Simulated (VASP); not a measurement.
Ag, 1 atom in the cell. Symmetry: P6/mmm, No. 191, hexagonal system. The conventional cell has a = 2.847 Å, b = 2.847 Å, c = 8.558 Å, α = 90.00°, β = 90.00°, γ = 120.00°. Within 3.8 Å of Ag (site symmetry 6/mmm) lie 6 Ag at 2.85 Å. This isn't the form of Ag at room conditions, which is fcc.

* Program: VASP 6.6.1
* Task: single point
* Functional: PBEsol
* Dispersion: D3(BJ)
* Potentials or basis: VASP PAW PBE potentials, release 64 (Ag)
* Cutoff: 520 eV
* k mesh: 9 × 9 × 3
* Occupations: gaussian, width 0.1 eV
* Spin: no spin polarisation
* Dipole correction: no
* Further INCAR settings: ALGO = Normal; EDIFF = 1e-06; NBANDS = 12

Potentials or basis: VASP PAW PBE potentials, release 64 (Ag).

Launch:

```bash
$ cat potpaw_PBE.64/Ag/POTCAR > POTCAR
$ mpirun -np 1 vasp_std > vasp.out
```

Hardware: 1 thread of Intel(R) Xeon(R) 6975P-C (Granite Rapids), on a shared host.

Question: How long does it take, and how much memory?

Answer: Wall time 5.9 s on 1 thread of Intel(R) Xeon(R) 6975P-C (Granite Rapids), on a shared host, peak memory 0.18 GiB. Counts: scf iterations 13, k points 24.
